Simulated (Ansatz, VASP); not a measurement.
One calculation of MoS2, two programs

```
CELL_PARAMETERS angstrom
1.77228 0.78587 5.95890
-1.77228 0.78587 5.95890
0.00000 -1.57175 5.95890
ATOMIC_POSITIONS crystal
Mo 0.00000 0.00000 0.00000
S 0.75633 0.75633 0.75633
S 0.24367 0.24367 0.24367
```

Change from the starting cell: strain +0.1312 x Voigt [1, -1, 0, 0, 0, 0], atoms carried along.

Alike in both runs: task single point; functional PBE; dispersion D3(BJ); k mesh 18 × 18 × 18; occupations gaussian, width 0.15 eV; no spin polarisation.

|  | VASP | Ansatz |
| --- | --- | --- |
| version | VASP 6.6.1 | Ansatz 0.2.0 |
| potentials or method | VASP PAW PBE potentials, release 64 (Mo_sv, S), cutoff 520 eV | scalar-relativistic, plane waves, PAW |
| valence electrons in the cell | 26 | 26 |

```csv
,VASP,Ansatz,Ansatz less VASP
gap on the k mesh at the Fermi level (eV),none,none,-
pressure (GPa),9.5,9.7,+0.14
"traceless stress, the component that is largest in VASP (GPa)",26.63,26.62,-0.014
rms of the force components (eV/Å),0.783,0.790,+0.0069
```

Atom by atom the forces differ by 0.009 eV/Å (rms over components). A gap of «none» marks a metal or a gap that the smearing closes.
